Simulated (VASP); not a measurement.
A run of VASP 6.6.1 is set up as follows.

File INCAR:

```
SYSTEM = InP
PREC     = Accurate       ! precision mode
ENCUT    = 520            ! plane-wave cutoff, eV
EDIFF    = 1E-7           ! SCF threshold, eV
ISMEAR   = 0              ! smearing method
SIGMA    = 0.02           ! smearing width, eV
LREAL    = .FALSE.        ! projectors in reciprocal space
LASPH    = .TRUE.         ! aspherical terms in the spheres
NELM     = 80             ! most SCF steps
ALGO     = Normal         ! electronic algorithm
ISIF     = 2              ! what is computed and relaxed
LWAVE    = .FALSE.        ! write WAVECAR
LCHARG   = .FALSE.        ! write CHGCAR
GGA      = PE             ! functional
NBANDS   = 26             ! bands
```

KPOINTS

```
Automatic mesh
0
G
  8 8 6
  0 0 0
```

POSCAR

```
InP
1.0
    2.8606982522      2.8606982522      0.0000000000
   -2.8606982522      2.8606982522      0.0000000000
    0.0000000000      0.0000000000      6.2035502349
In P
2 2
Direct
    0.0000000000      0.0000000000      0.0000000000
    0.5000000000      0.5000000000      0.5000000000
    0.5000000000      0.0000000000      0.7500000000
    0.0000000000      0.5000000000      0.2500000000
```

Potentials or basis: VASP PAW PBE potentials, release 64 (In_d, P).

Launch:

```bash
$ cat potpaw_PBE.64/In_d/POTCAR potpaw_PBE.64/P/POTCAR > POTCAR
$ mpirun -np 1 vasp_std > vasp.out
```

Question: What does it give for the band gap on the k mesh?

Answer: 0.49 eV.

Question: Estimate the pressure.

Answer: 2.5 GPa.

Stress tensor (GPa, compression positive):
```
 3.78  0.00  0.00
 0.00  3.78  0.00
 0.00  0.00 -0.06
```

Caveat: the cell differs from its parent crystal (biaxial strain in the a-b plane: -4.0 %, then relaxed in part); spin-orbit coupling is left out, which moves the levels of the heavy elements.
